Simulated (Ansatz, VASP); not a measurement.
SnO in VASP and in Ansatz

```
Sn O
1.0
     4.05070    0.00000    0.00000
     0.00000    4.05070    0.00000
     0.00000    0.00000    4.27314
Sn O
2 2
Direct
  0.00000 0.50000 0.24324
  0.50000 0.00000 0.75676
  0.00000 0.00000 0.00000
  0.50000 0.50000 0.00000
```

Alike in both runs: task single point; functional PBE; dispersion D3(BJ); k mesh 14 × 14 × 12; occupations gaussian, width 0.15 eV; no spin polarisation.

|  | VASP | Ansatz |
| --- | --- | --- |
| version | VASP 6.6.1 | Ansatz 0.2.0 |
| potentials or method | VASP PAW PBE potentials, release 64 (Sn_d, O), cutoff 520 eV | scalar-relativistic, plane waves, PAW |
| valence electrons in the cell | 40 | 40 |

VASP gave:

- gap on the k mesh at the Fermi level (eV): 0.72
- least direct gap on the mesh (eV): 1.50
- pressure (GPa): -2.1
- traceless stress, the component that is largest in VASP (GPa): 5.87
- rms of the force components (eV/Å): 0.164

**Question.** What did Ansatz give for the same quantities?

**Answer.** gap on the k mesh at the Fermi level (eV): 0.72; least direct gap on the mesh (eV): 1.52; pressure (GPa): -2.3; traceless stress, the component that is largest in VASP (GPa): 5.94; rms of the force components (eV/Å): 0.138.

Atom by atom the forces differ by 0.027 eV/Å (rms over components).
